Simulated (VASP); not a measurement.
Input of a VASP 6.6.1 run:

Contents of INCAR:

```
PREC = Accurate
ENCUT = 600
EDIFF = 1E-6
ISMEAR = -1
SIGMA = 0.05
LREAL = F
LASPH = T
NELM = 120
ALGO = Normal
ISIF = 2
LWAVE = F
LCHARG = F
GGA = PE
NBANDS = 18
GGA_COMPAT = F
```

File KPOINTS:

```
Automatic mesh
0
Gamma
  3 3 3
```

Contents of POSCAR:

```
HfO2
1.0
    0.0000000000      2.4750000000      2.4750000000
    2.4750000000      0.0000000000      2.4750000000
    2.4750000000      2.4750000000      0.0000000000
Hf O
1 2
Direct
    0.0000000000      0.0000000000      0.0000000000
    0.2157773733      0.2157773733      0.2157773733
    0.7500000000      0.7500000000      0.7500000000
```

Potentials or basis: VASP PAW PBE potentials, release 64 (Hf_pv, O).

Launch:

```bash
$ cat potpaw_PBE.64/Hf_pv/POTCAR potpaw_PBE.64/O/POTCAR > POTCAR
$ mpirun -np 1 vasp_std > vasp.out
```

Task: Predict the pressure.

Result: 34.1 GPa.

Task: What does it give for the band gap on the k mesh?

Result: 4.79 eV, direct.

Task: What does it give for the largest force?

Result: 6.779 eV/Å.

Forces in eV/Å, atoms in the order of the input:
```
Hf  -2.134 -2.134 -2.134
O    3.914  3.914  3.914
O   -1.779 -1.779 -1.779
```

Caveat: the k points lie up to 0.73 Å⁻¹ apart; spin-orbit coupling is left out, which moves the levels of the heavy elements; forces of over 1 eV/Å act on the atoms, so gaps and moduli don't describe the material at rest. A hybrid or GW would open this gap; PBE tends to underestimate it.
